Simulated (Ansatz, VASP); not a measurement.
# One calculation of CdH2O2, two programs

Contents of POSCAR:

```
CdH2O2
1.0
    3.4559293003      0.0000000000      0.0000000000
   -1.7279646502      2.9929227411      0.0000000000
    0.0000000000      0.0000000000      4.5642692351
Cd H O
1 2 2
Direct
    0.0000000000      0.0000000000      0.0000000000
    0.6666666667      0.3333333333      0.5509610000
    0.3333333333      0.6666666667      0.4490390000
    0.6666666667      0.3333333333      0.7593720000
    0.3333333333      0.6666666667      0.2406280000
```

Contents of INCAR.step1:

```
SYSTEM = CdH2O2
PREC = Accurate
ENCUT = 520
ISMEAR = 0
SIGMA = 0.01
LREAL = .False.
LASPH = .True.
NELM = 80
NBANDS = 21
GGA = PE
ALGO = Normal
EDIFF = 1E-4
LWAVE = .True.
LCHARG = .False.
```

INCAR.step2

```
SYSTEM = CdH2O2
PREC = Accurate
ENCUT = 520
EDIFF = 1E-6
ISMEAR = 0
SIGMA = 0.01
LREAL = .False.
LASPH = .True.
NELM = 80
ALGO = Normal
ISIF = 2
LWAVE = .False.
LCHARG = .True.
METAGGA = R2SCAN
LMIXTAU = .True.
LELF = .True.
LVHAR = .True.
NBANDS = 21
ISTART = 1
```

Contents of KPOINTS:

```
regular mesh
0
Gamma
  6 6 4
  0 0 0
```

Input for Ansatz:

```yaml
crystal:
  lattice:
    - [3.4559293003309586, 0.0, 0.0]
    - [-1.7279646501654793, 2.992922741115587, 0.0]
    - [0.0, 0.0, 4.564269235079284]
  atoms:
    - { symbol: Cd, position: [0.0, 0.0, 0.0] }
    - { symbol: H, position: [0.6666666666666666, 0.3333333333333333, 0.550961] }
    - { symbol: H, position: [0.3333333333333333, 0.6666666666666666, 0.449039] }
    - { symbol: O, position: [0.6666666666666666, 0.3333333333333333, 0.759372] }
    - { symbol: O, position: [0.3333333333333333, 0.6666666666666666, 0.240628] }
basis:
  ecutwfc: 500.0
kpoints:
  mp_grid:
    grid: [6, 6, 4]
hamiltonian:
  xc: r2scan
scf:
  occupations:
    method: fixed
output:
  stress: true
```

Alike in both runs: task single point; functional r2SCAN; k mesh 6 × 6 × 4; no spin polarisation.

```csv
,VASP,Ansatz
version,VASP 6.6.1,Ansatz 0.2.0
potentials or method,"VASP PAW PBE potentials, release 64 (Cd, H, O), cutoff 520 eV","plane waves, PAW"
occupations,"gaussian, width 0.01 eV",fixed
valence electrons in the cell,26,34
```

VASP gave:

* pressure (GPa): 7.2
* traceless stress, the component that is largest in VASP (GPa): 2.23

**Question.** Estimate Ansatz's values.

**Answer.** Pressure (GPa): 6.0; traceless stress, the component that is largest in VASP (GPa): 1.68.

VASP's potentials were made for PBE, not for r2SCAN. VASP's potentials hold 26 valence electrons a cell and Ansatz's 34, so a difference there can come from the potentials and not from the codes.
